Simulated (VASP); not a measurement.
# Pt (Fm-3m) in VASP: further runs, part 2 of 2

VASP 6.6.1.

**3. Single point, LDA**

This run uses another cell than the first one, of 15.08 Å³/atom, 1.064 times its volume.

Input file INCAR:

```
SYSTEM = Pt
  PREC = Accurate
  ENCUT = 520
  EDIFF = 1E-6
  ISMEAR = -1
  SIGMA = 0.05
  LREAL = .FALSE.
  LASPH = .TRUE.
  NELM = 60
  ALGO = Normal
  ISIF = 2
  LWAVE = .FALSE.
  LCHARG = .TRUE.
  GGA = CA
  LELF = .TRUE.
  LVHAR = .TRUE.
  NBANDS = 11
```

Input file KPOINTS:

```
Automatic mesh
0
G
  12 12 12
  0 0 0
```

Input file POSCAR:

```
Pt
1.0
    0.0000000000      1.9609000000      1.9609000000
    1.9609000000      0.0000000000      1.9609000000
    1.9609000000      1.9609000000      0.0000000000
Pt
1
Direct
    0.0000000000      0.0000000000      0.0000000000
```

Potentials or basis: VASP PAW LDA potentials, release 64 (Pt).

Launch:

```console
$ cat potpaw_LDA.64/Pt/POTCAR > POTCAR
$ mpirun -np 1 vasp_std > vasp.out
```

Wall time 16 s (1 thread of Intel Xeon 8259CL, shared host); peak memory 0.14 GiB.

Results (log left out):

| Item | Value |
| --- | --- |
| Free energy | -7.5106 eV |
| Pressure | -5.3 GPa |
| Band gap on the k mesh | zero (band 5 reaches 11.64 eV, above the bottom of band 6 at 9.42 eV) |

Levels at points of the mesh, in eV from the Fermi level:
```tsv
k point	band 1	band 2	band 3	band 4	band 5	band 6	band 7	band 8	band 9	band 10
(0.00, 0.00, 0.00)	-10.27	-3.84	-3.84	-3.84	-1.64	-1.64	14.60	19.52	19.52	19.52
(0.50, 0.00, 0.00)	-7.38	-3.89	-3.89	-0.51	0.03	0.03	5.81	14.16	18.87	18.87
(0.50, 0.50, 0.00)	-7.12	-6.67	0.01	0.48	0.48	1.74	8.85	11.31	11.31	20.18
```

Caveat: spin-orbit coupling is left out, which moves the levels of the heavy elements.

**4. Single point, LDA**

This run uses another cell than the first one, of 15.68 Å³/atom, 1.106 times its volume.

Input file INCAR:

```
  ALGO = Normal
  EDIFF = 1E-6
  ENCUT = 520
  ISIF = 2
  ISMEAR = -1
  LASPH = T
  LCHARG = F
  LREAL = F
  LWAVE = F
  NBANDS = 11
  NELM = 100
  PREC = Accurate
  SIGMA = 0.05
```

Input file KPOINTS:

```
k-points
0
Gamma
  12 12 12
```

Input file POSCAR:

```
Pt
1.0
    0.0000000000      1.9867042750      1.9867042750
    1.9867042750      0.0000000000      1.9867042750
    1.9867042750      1.9867042750      0.0000000000
Pt
1
Direct
    0.0000000000      0.0000000000      0.0000000000
```

Launch:

```console
$ cat potpaw_LDA.64/Pt/POTCAR > POTCAR
$ mpirun -np 1 vasp_std > vasp.out
```

Wall time 17 s (1 thread of Intel Xeon 8259CL, shared host); peak memory 0.14 GiB.

Results (log left out):

* Free energy: -7.4718 eV
* Pressure: -15.1 GPa
* Band gap on the k mesh: zero (band 5 reaches 10.85 eV, above the bottom of band 6 at 8.78 eV)

Levels at points of the mesh, in eV from the Fermi level:
```tsv
k point	band 3	band 4	band 5	band 6	band 7	band 8
(0.00, 0.00, 0.00)	-3.60	-3.60	-1.54	-1.54	14.71	19.41
(0.50, 0.00, 0.00)	-3.64	-0.34	0.03	0.03	5.52	14.26
(0.50, 0.50, 0.00)	0.01	0.44	0.44	1.82	8.43	11.19
```

Caveat: spin-orbit coupling is left out, which moves the levels of the heavy elements.

**5. Single point, LDA**

This run uses another cell than the first one, of 15.98 Å³/atom, 1.128 times its volume.

Input file INCAR:

```
SYSTEM = Pt
ALGO = Normal
EDIFF = 1E-6
ENCUT = 520
GGA = CA
ISIF = 2
ISMEAR = -1
LASPH = .TRUE.
LCHARG = .TRUE.
LELF = .TRUE.
LREAL = .FALSE.
LVHAR = .TRUE.
LWAVE = .FALSE.
NBANDS = 11
NELM = 80
PREC = Accurate
SIGMA = 0.05
```

Input file KPOINTS:

```
k-points
0
G
  12 12 12
  0 0 0
```

Input file POSCAR:

```
Pt
1.0
    0.0000000000      1.9993587835      1.9993587835
    1.9993587835      0.0000000000      1.9993587835
    1.9993587835      1.9993587835      0.0000000000
Pt
1
Direct
    0.0000000000      0.0000000000      0.0000000000
```

Potentials or basis: VASP PAW LDA potentials, release 64 (Pt).

Launch:

```console
$ cat potpaw_LDA.64/Pt/POTCAR > POTCAR
$ mpirun -np 1 vasp_std > vasp.out
```

OUTCAR:

```text
SYSTEM = Pt
   EDIFF = 1E-6
   ENCUT = 520
   GGA = CA
   ISIF = 2
   ISMEAR = -1
   LASPH = .TRUE.
   LREAL = .FALSE.
   NELM = 80
   PREC = Accurate

 ion  position               nearest neighbor table
   1  0.000  0.000  0.000-

  LATTYP: Found a face centered cubic cell.
 ALAT       =     3.9987175670

  Lattice vectors:

 A1 = (   0.0000000000,   1.9993587835,   1.9993587835)
 A2 = (   1.9993587835,   0.0000000000,   1.9993587835)
[... 515 lines left out ...]
     11      36.2751      0.00000

 [... further k-points ...]

------------------------ aborting loop because EDIFF is reached ----------------------------------------

  FORCE on cell =-STRESS in cart. coord.  units (eV):
  Direction    XX          YY          ZZ          XY          YZ          ZX
  --------------------------------------------------------------------------------------
  -------------------------------------------------------------------------------------
  Total       -1.9043613     -1.9043613     -1.9043613      0.0000000     -0.0000000     -0.0000000
  in kB     -190.8788155   -190.8788155   -190.8788155      0.0000000     -0.0000000     -0.0000000
  external PRESSURE =    -190.8788155 kB  Pullay stress =       0.0000000 kB

 VOLUME and BASIS-vectors are now :
 -----------------------------------------------------------------------------
  energy-cutoff  :      520.00
  volume of cell :       15.98
      direct lattice vectors                 reciprocal lattice vectors
     0.000000000  1.999358783  1.999358783    -0.250080178  0.250080178  0.250080178
     1.999358783  0.000000000  1.999358783     0.250080178 -0.250080178  0.250080178
     1.999358783  1.999358783  0.000000000     0.250080178  0.250080178 -0.250080178

 POSITION                                       TOTAL-FORCE (eV/Angst)
 -----------------------------------------------------------------------------------
      0.00000      0.00000      0.00000         0.000000      0.000000      0.000000
 -----------------------------------------------------------------------------------
    total drift:                               -0.000000      0.000000     -0.000000

  FREE ENERGIE OF THE ION-ELECTRON SYSTEM (eV)
  ---------------------------------------------------
  free  energy   TOTEN  =        -7.4397858173 eV

  energy  without entropy=       -7.4234612985  energy(sigma->0) =       -7.43162356
```

OSZICAR:

```text
N       E                     dE             d eps       ncg     rms          rms(c)
DAV:   1     0.379369761770E+02    0.37937E+02   -0.52500E+03  1600   0.832E+02
DAV:   2    -0.719640299739E+01   -0.45133E+02   -0.42905E+02  1799   0.173E+02
DAV:   3    -0.788002839838E+01   -0.68363E+00   -0.68101E+00  1818   0.204E+01
DAV:   4    -0.788266127182E+01   -0.26329E-02   -0.26328E-02  1806   0.149E+00
DAV:   5    -0.788268244540E+01   -0.21174E-04   -0.21172E-04  1836   0.127E-01    0.112E+01
DAV:   6    -0.747689609059E+01    0.40579E+00   -0.10603E+00  1713   0.786E+00    0.569E+00
DAV:   7    -0.744382333023E+01    0.33073E-01   -0.10914E-01  1830   0.242E+00    0.249E+00
DAV:   8    -0.743992638500E+01    0.38969E-02   -0.36814E-03  1728   0.578E-01    0.498E-01
DAV:   9    -0.743978294316E+01    0.14344E-03   -0.97589E-05  1749   0.934E-02    0.126E-02
DAV:  10    -0.743978578028E+01   -0.28371E-05   -0.19558E-06  1764   0.937E-03    0.239E-03
DAV:  11    -0.743978581730E+01   -0.37017E-07   -0.61330E-08   951   0.222E-03
   1 F= -.74397858E+01 E0= -.74316236E+01  d E =-.163245E-01
```

Run time: 17 s. Hardware: 1 thread of Intel Xeon 8259CL, shared host; peak memory 0.14 GiB.

Results:

- Free energy: -7.4398 eV
- Pressure: -19.1 GPa
- Band gap on the k mesh: zero (band 5 reaches 10.48 eV, above the bottom of band 6 at 8.47 eV)

Caveat: spin-orbit coupling is left out, which moves the levels of the heavy elements.

**6. Overview**

| level | potentials or basis | cell | gap on the mesh (eV) | pressure (GPa) |
| --- | --- | --- | --- | --- |
| PBE | VASP PAW PBE potentials, release 64 (Pt) | a = 2.717 Å, angles 60.0°, 1 atom | none | 31.6 |
| LDA | VASP PAW LDA potentials, release 64 (Pt) | a = 2.773 Å, angles 60.0°, 1 atom | none | -5.3 |
| LDA | VASP PAW LDA potentials, release 64 (Pt) | a = 2.810 Å, angles 60.0°, 1 atom | none | -15.1 |
| LDA | VASP PAW LDA potentials, release 64 (Pt) | a = 2.828 Å, angles 60.0°, 1 atom | none | -19.1 |

Alike in all rows: task single point; no spin polarisation; k mesh 12 × 12 × 12; cutoff (eV) 520; smearing fermi-dirac 0.05 eV.

Caveats: spin-orbit coupling is left out, which moves the levels of the heavy elements.

Absolute energies hang on the potentials; compare differences alone.
